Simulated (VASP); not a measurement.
# AlIn3Sb2N2 (P4mm) in VASP: relaxation of cell and atoms with PBE

Aim: the relaxation of cell and atoms of AlIn3Sb2N2 with PBE.

Everything below comes from runs of VASP 6.6.1. Logs are shortened: lines on timing, memory, paths and dates and some standing lists are left out, and cuts for length are marked.

## (1) The cell of the first run

It takes space group P4mm (No. 99, tetragonal). The conventional cell has a = 5.151 Å, b = 5.151 Å, c = 7.941 Å, α = 90.00°, β = 90.00°, γ = 90.00°. Within 3.8 Å of Al (site symmetry 4mm) lie 5 In at 2.91 to 3.40 Å and 4 N at 3.68 Å and 4 Sb at 3.80 Å. Within 4.1 Å of In (site symmetry 4mm) lie 4 Sb at 3.11 Å and 4 In at 3.29 Å and 1 Al at 3.40 Å and 4 N at 3.64 Å. Within 3.8 Å of In (site symmetry 2mm) lie 4 N at 2.70 to 3.30 Å and 2 Al at 2.91 Å and 6 In at 3.29 to 3.64 Å and 1 Sb at 3.79 Å. Within 4.3 Å of Sb (site symmetry 2mm) lie 4 N at 3.10 to 4.21 Å and 4 In at 3.11 to 4.15 Å and 4 Sb at 3.64 Å and 2 Al at 3.80 Å. N (site symmetry 4mm) has 1 N at 2.88 Å and 4 Sb at 3.10 Å and 8 In at 3.30 to 3.64 Å within 3.8 Å. N (site symmetry 4mm) has 4 In at 2.70 Å and 1 N at 2.88 Å and 4 Al at 3.68 Å within 3.7 Å.

The cell was generated, and may not be a known phase.

## (2) Relaxation of cell and atoms, PBE

INCAR reads:

```
SYSTEM = AlIn3Sb2N2
  PREC = Accurate
  ENCUT = 600
  EDIFF = 1E-7
  ISMEAR = 0
  SIGMA = 0.15
  LREAL = .False.
  LASPH = .True.
  NELM = 80
  ALGO = Normal
  ISIF = 3
  LWAVE = .False.
  LCHARG = .False.
  GGA = PE
  IBRION = 2
  NSW = 36
  EDIFFG = -0.08
```

KPOINTS reads:

```
regular mesh
0
Gamma
  3 3 2
  0 0 0
```

POSCAR reads:

```
AlIn3Sb2N2
1.0
    5.1507083500      0.0000000000      0.0000000000
    0.0000000000      5.1507083500      0.0000000000
    0.0000000000      0.0000000000      7.9411789600
Al In Sb N
1 3 2 2
Direct
    0.5000000000      0.5000000000      0.8763301100
    0.5000000000      0.5000000000      0.3047958500
    0.5000000000      0.0000000000      0.0476226400
    0.0000000000      0.5000000000      0.0476226400
    0.5000000000      0.0000000000      0.5244911000
    0.0000000000      0.5000000000      0.5244911000
    0.0000000000      0.0000000000      0.3068124200
    0.0000000000      0.0000000000      0.9442278600
```

Potentials or basis: VASP PAW PBE potentials, release 64 (Al, In_d, Sb, N).

Started as:

```sh
> cat potpaw_PBE.64/Al/POTCAR potpaw_PBE.64/In_d/POTCAR potpaw_PBE.64/Sb/POTCAR potpaw_PBE.64/N/POTCAR > POTCAR
> mpirun -np 1 vasp_std > vasp.out
```

OUTCAR:

```text
SYSTEM = AlIn3Sb2N2
   PREC = Accurate
   ENCUT = 600
   EDIFF = 1E-7
   ISMEAR = 0
   LREAL = .False.
   LASPH = .True.
   NELM = 80
   ISIF = 3
   GGA = PE
   IBRION = 2
   NSW = 36
   EDIFFG = -0.08

 ion  position               nearest neighbor table
   1  0.500  0.500  0.876-   3 2.91   4 2.91   3 2.91   4 2.91   2 3.40
   2  0.500  0.500  0.305-   5 3.11   6 3.11   5 3.11   6 3.11   3 3.29   3 3.29   4 3.29   4 3.29
                             1 3.40
   3  0.500  0.000  0.048-   8 2.70   8 2.70   1 2.91   1 2.91   2 3.29   2 3.29   4 3.64   4 3.64
                             4 3.64   4 3.64   5 3.79
   4  0.000  0.500  0.048-   8 2.70   8 2.70   1 2.91   1 2.91   2 3.29   2 3.29   3 3.64   3 3.64
                             3 3.64   3 3.64   6 3.79
   5  0.500  0.000  0.524-   2 3.11   2 3.11   6 3.64   6 3.64   6 3.64   6 3.64   3 3.79
   6  0.000  0.500  0.524-   2 3.11   2 3.11   5 3.64   5 3.64   5 3.64   5 3.64   4 3.79
   7  0.000  0.000  0.307-
   8  0.000  0.000  0.944-   3 2.70   4 2.70   4 2.70   3 2.70

  LATTYP: Found a simple tetragonal cell.
 ALAT       =     5.1507083500
 C/A-ratio  =     1.5417644371

  Lattice vectors:

 A1 = (   5.1507083500,   0.0000000000,   0.0000000000)
 A2 = (   0.0000000000,   5.1507083500,   0.0000000000)
 A3 = (   0.0000000000,   0.0000000000,   7.9411789600)

Analysis of symmetry for initial positions (statically):
=====================================================================
 Subroutine PRICEL returns:
 Original cell was already a primitive cell.

 Routine SETGRP: Setting up the symmetry group for a
 simple tetragonal supercell.

 Subroutine GETGRP returns: Found  8 space group operations
 (whereof  8 operations were pure point group operations)
 out of a pool of 16 trial point group operations.

The static configuration has the point symmetry C_4v.

Analysis of symmetry for dynamics (positions and initial velocities):
=====================================================================
 Subroutine PRICEL returns:
 Original cell was already a primitive cell.

 Routine SETGRP: Setting up the symmetry group for a
 simple tetragonal supercell.

 Subroutine GETGRP returns: Found  8 space group operations
 (whereof  8 operations were pure point group operations)
 out of a pool of 16 trial point group operations.

The dynamic configuration has the point symmetry C_4v.

 Subroutine INISYM returns: Found  8 space group operations
 (whereof  8 operations are pure point group operations),
 and found     1 'primitive' translations

----------------------------------------------------------------------------------------

[... 104 lines left out ...]
     AMIX     =   0.40;   BMIX     =  1.00
     AMIX_MAG =   1.60;   BMIX_MAG =  1.00
  volume/ion in A,a.u.               =      26.33       177.72
  Fermi-wavevector in a.u.,A,eV,Ry     =   1.088928  2.057775 16.133296  1.185764
  Thomas-Fermi vector in A             =   2.225120
   LORBIT       =      0    0 simple, 1 ext, 2 COOP (PROOUT), +10 PAW based schemes
   GGA     = PE    functional components
   LHFCALC =     F    Hartree Fock is set to
   AEXX    =    0.0000 exact exchange contribution
   IVDW    =     0    specifies the selected vdW correction
   LEPSILON=     F    determine dielectric tensor
   LRPA    =     F    only Hartree local field effects (RPA)
 conjugate gradient relaxation of ions
 non-spin polarized calculation
 Gauss-broadening in eV      SIGMA  =   0.15
  energy-cutoff  :      600.00
  volume of cell :      210.68
 maximum number of plane-waves:      7072
 NGX is ok and might be reduce to    42
   NGX = 21   NGY = 21   NGZ = 31

--------------------------------------- Ionic step        1  -------------------------------------------

 number of electron      61.9999993 magnetization

 Free energy of the ion-electron system (eV)
  ---------------------------------------------------
  ext. energy  EPLUGINS =         0.00000000
  ---------------------------------------------------
  free energy    TOTEN  =       -26.50250787 eV

  energy without entropy =      -26.41057817  energy(sigma->0) =      -26.45654302

------------------------ aborting loop because EDIFF is reached ----------------------------------------

  FORCE on cell =-STRESS in cart. coord.  units (eV):
  Direction    XX          YY          ZZ          XY          YZ          ZX
  --------------------------------------------------------------------------------------
  -------------------------------------------------------------------------------------
  Total      -10.0544894    -10.0544894     -9.9120456      0.0000000      0.0000000      0.0000000
  in kB      -76.4630645    -76.4630645    -75.3797985      0.0000000      0.0000000      0.0000000
  external PRESSURE =     -76.1019758 kB  Pullay stress =       0.0000000 kB
[... 107 lines left out ...]
  FREE ENERGIE OF THE ION-ELECTRON SYSTEM (eV)
  ---------------------------------------------------
  free  energy   TOTEN  =       -27.8318607493 eV

  energy  without entropy=      -27.7585517117  energy(sigma->0) =      -27.79520623

 E-fermi :   7.0196     XC(G=0): -10.0518

 val. band max:        6.8918935688   @ k =   0.0000   0.0000   0.0000
 cond. band min:       7.1821781804   @ k =   0.3333   0.3333   0.5000
 fundamental gap:      0.2902846117
 Fermi energy:         7.0196129938

 k-point     1 :       0.0000    0.0000    0.0000
  band No.  band energies     occupation
      1      -8.6216      2.00000
      2      -7.8896      2.00000
      3      -7.8896      2.00000
      4      -7.8839      2.00000
      5      -7.8642      2.00000
      6      -7.8073      2.00000
[... 229 lines left out ...]
     36       8.9959      0.00000
     37      10.1009      0.00000

[... ionic steps 4 to 23 ...]

--------------------------------------- Ionic step       24  -------------------------------------------

 number of electron      62.0000001 magnetization

------------------------ aborting loop because EDIFF is reached ----------------------------------------
[... 79 lines left out ...]
--------------------------------------- Ionic step       26  -------------------------------------------

 number of electron      61.9999999 magnetization

 Free energy of the ion-electron system (eV)
  ---------------------------------------------------
  ext. energy  EPLUGINS =         0.00000000
  ---------------------------------------------------
  free energy    TOTEN  =       -31.86130337 eV

  energy without entropy =      -31.83981919  energy(sigma->0) =      -31.85056128

 E-fermi :   6.5959     XC(G=0):  -9.8715

 val. band max:        6.5033707587   @ k =   0.0000   0.0000   0.0000
 cond. band min:       6.6777258590   @ k =   0.0000   0.0000   0.0000
 fundamental gap:      0.1743551003
 Fermi energy:         6.5959382384

 k-point     1 :       0.0000    0.0000    0.0000
  band No.  band energies     occupation
      1      -8.9319      2.00000
      2      -8.2222      2.00000
      3      -8.2222      2.00000
      4      -8.2128      2.00000
      5      -8.1870      2.00000
      6      -8.1525      2.00000
[... 264 lines left out ...]
  FREE ENERGIE OF THE ION-ELECTRON SYSTEM (eV)
  ---------------------------------------------------
  free  energy   TOTEN  =       -31.8613033701 eV

  energy  without entropy=      -31.8398191865  energy(sigma->0) =      -31.85056128

 reached required accuracy - stopping structural energy minimisation
```

OSZICAR:

```text
N       E                     dE             d eps       ncg     rms          rms(c)
DAV:   1     0.576351025307E+03    0.57635E+03   -0.28559E+04   444   0.191E+03
DAV:   2     0.538149493989E+02   -0.52254E+03   -0.51177E+03   454   0.462E+02
DAV:   3    -0.238533088531E+02   -0.77668E+02   -0.72717E+02   579   0.178E+02
[... 369 lines left out ...]
DAV:   6    -0.318613044397E+02    0.17944E-05   -0.18030E-04   665   0.915E-02    0.516E-02
DAV:   7    -0.318613035802E+02    0.85952E-06   -0.32958E-05   639   0.447E-02    0.159E-02
DAV:   8    -0.318613034979E+02    0.82260E-07   -0.75753E-06   676   0.273E-02    0.657E-03
DAV:   9    -0.318613033865E+02    0.11141E-06   -0.18215E-06   555   0.121E-02    0.172E-03
DAV:  10    -0.318613033701E+02    0.16466E-07   -0.29409E-07   331   0.375E-03
  26 F= -.31861303E+02 E0= -.31850561E+02  d E =-.409982E-02
```

CONTCAR:

```text
AlIn3Sb2N2
   1.00000000000000
     4.6490626939247317    0.0000000000000000   -0.0000000000000000
    -0.0000000000000000    4.6490626939247317    0.0000000000000000
    -0.0000000000000000   -0.0000000000000000    8.1506289625160431
  Al              In              Sb              N
     1     3     2     2
Direct
     0.5000000000000000    0.5000000000000000    0.7318194032721285
     0.5000000000000000    0.5000000000000000    0.2641640112731065
     0.5000000000000000    0.0000000000000000    0.9781268823425499
     0.0000000000000000    0.5000000000000000    0.9781268823425499
     0.5000000000000000    0.0000000000000000    0.5371012831760082
     0.0000000000000000    0.5000000000000000    0.5371012831760082
     0.0000000000000000    0.0000000000000000    0.5408194434098883
     0.0000000000000000    1.0000000000000000    0.0091345310077516

  0.00000000E+00  0.00000000E+00  0.00000000E+00
  0.00000000E+00  0.00000000E+00  0.00000000E+00
  0.00000000E+00  0.00000000E+00  0.00000000E+00
  0.00000000E+00  0.00000000E+00  0.00000000E+00
  0.00000000E+00  0.00000000E+00  0.00000000E+00
  0.00000000E+00  0.00000000E+00  0.00000000E+00
  0.00000000E+00  0.00000000E+00  0.00000000E+00
  0.00000000E+00  0.00000000E+00  0.00000000E+00
```

Run time: 14 min. Hardware: 1 thread of Intel Xeon 6975P-C (Granite Rapids), shared host; peak memory 0.4 GiB.

Results:

| Item | Value |
| --- | --- |
| Free energy | -31.8613 eV |
| Relaxed volume | 22.02 Å³/atom |
| Relaxed cell | a = 4.649 Å, b = 4.649 Å, c = 8.151 Å, α = 90.00°, β = 90.00°, γ = 90.00° |
| Space group after relaxing (to 0.1 Å) | P4mm (No. 99) |
| Energy gained by relaxing | 669.8 meV/atom |
| Ionic steps | 26 |
| Pressure after relaxing | -0.1 GPa |
| Largest force after relaxing | 0.078 eV/Å |
| Band gap on the k mesh | 0.17 eV |

Forces on the atoms (eV/Å):
```
Al   0.000  0.000  0.078
In   0.000  0.000  0.019
In   0.000  0.000 -0.067
In   0.000  0.000 -0.067
Sb   0.000  0.000  0.052
Sb   0.000  0.000  0.052
N    0.000  0.000 -0.021
N    0.000  0.000 -0.045
```

Step by step:
| step | energy change (eV) | largest force (eV/Å) | pressure (GPa) | volume (Å³) |
| --- | --- | --- | --- | --- |
| 1 | 0.0000 | 1.2662 | -7.61 | 210.68 |
| 2 | -1.3005 | 1.7435 | -0.97 | 174.79 |
| 3 | -1.3294 | 1.8284 | 0.85 | 169.80 |
| 4 | -1.7195 | 2.0877 | 1.22 | 166.78 |
| 5 | -2.5916 | 1.8969 | 3.46 | 157.59 |
| 6 | -1.6891 | 2.3377 | 16.60 | 138.72 |
| 7 | -2.5417 | 1.3454 | 7.18 | 150.59 |
| 8 | -2.7223 | 1.2270 | 6.04 | 152.04 |
| 9 | -3.1206 | 1.1130 | 3.16 | 156.45 |
| 10 | -3.4053 | 0.9616 | -0.98 | 165.51 |
| 11 | -3.5898 | 0.9047 | -0.57 | 164.50 |
| 12 | -4.1749 | 0.7842 | 0.88 | 161.21 |
| 13 | -4.8130 | 0.4752 | 7.09 | 153.60 |
| 14 | -4.9528 | 0.3569 | 6.29 | 156.06 |
| 15 | -5.1904 | 0.2144 | 4.28 | 163.35 |
| 16 | -5.2196 | 0.3189 | 3.49 | 166.77 |
| 17 | -5.2974 | 0.2868 | 1.65 | 169.83 |
| 18 | -5.3224 | 0.2508 | -0.19 | 173.38 |
| 19 | -5.3228 | 0.2545 | -0.01 | 173.00 |
| 20 | -5.3261 | 0.2176 | 0.01 | 173.05 |
| 21 | -5.3345 | 0.1912 | 0.06 | 173.20 |
| 22 | -5.3433 | 0.1528 | 0.19 | 173.50 |
| 23 | -5.3438 | 0.2015 | 0.23 | 173.59 |
| 24 | -5.3495 | 0.1702 | 0.01 | 174.59 |
| 25 | -5.3547 | 0.1031 | -0.43 | 176.78 |
| 26 | -5.3588 | 0.0776 | -0.07 | 176.17 |

Final structure:
```xyz
8
Lattice="4.6491 0.0000 0.0000 0.0000 4.6491 0.0000 0.0000 0.0000 8.1506" Properties=species:S:1:pos:R:3 pbc="T T T"
Al    2.3245    2.3245    5.9648
In    2.3245    2.3245    2.1531
In    2.3245    0.0000    7.9723
In    0.0000    2.3245    7.9723
Sb    2.3245    0.0000    4.3777
Sb    0.0000    2.3245    4.3777
N     0.0000    0.0000    4.4080
N     0.0000    4.6491    0.0745
```

Caveat: the volume moved by over 15 % at a fixed basis, so the end points are rough; semilocal functionals underestimate gaps, and a narrow one can read as zero; spin-orbit coupling is left out, which moves the levels of the heavy elements; the relaxation stopped at a loose force limit of 0.08 eV/Å, so its end isn't a converged minimum.
